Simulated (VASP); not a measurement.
**LiCl: single point with PBEsol**

Crystal: LiCl.

```
CELL_PARAMETERS angstrom
-1.07713 2.15426 2.15426
2.15426 -1.07713 2.15426
2.15426 2.15426 -1.07713
ATOMIC_POSITIONS crystal
Li 0.00000 0.00000 0.00000
Cl 0.50000 0.50000 0.50000
```

This cell differs from its parent crystal: ratio of the length along [111] to the lengths across it x 0.5, volume and fractional coordinates fixed.

| Quantity | Value |
| --- | --- |
| Program | VASP 6.6.1 |
| Task | single point |
| Functional | PBEsol |
| Potentials or basis | VASP PAW PBE potentials, release 64 (Li_sv, Cl) |
| Cutoff | 520 eV |
| k mesh | 8 × 8 × 8 |
| Occupations | gaussian, width 0.05 eV |
| Spin | no spin polarisation |
| Dipole correction | no |
| Further INCAR settings | ALGO = Normal; EDIFF = 1e-07; NBANDS = 12 |

- Band gap on the k mesh: 4.42 eV (least direct gap 5.04 eV)

Levels at points of the mesh, in eV from the valence-band top:
```csv
k point,band 3,band 4,band 5,band 6,band 7,band 8
"(0.00, 0.00, 0.00)",-0.89,-0.89,-0.89,4.42,8.45,8.45
"(0.50, 0.00, 0.00)",-4.23,-0.37,-0.37,5.76,9.67,10.19
"(0.50, 0.50, 0.00)",-3.59,-3.59,0.00,5.04,9.88,9.88
"(0.50, 0.50, 0.50)",-2.66,-2.66,-2.66,4.95,4.95,4.95
```

It took 7.3 s on 1 thread of Intel Xeon 8259CL (shared host), peak memory 0.13 GiB.

 A k mesh can miss the band edges.
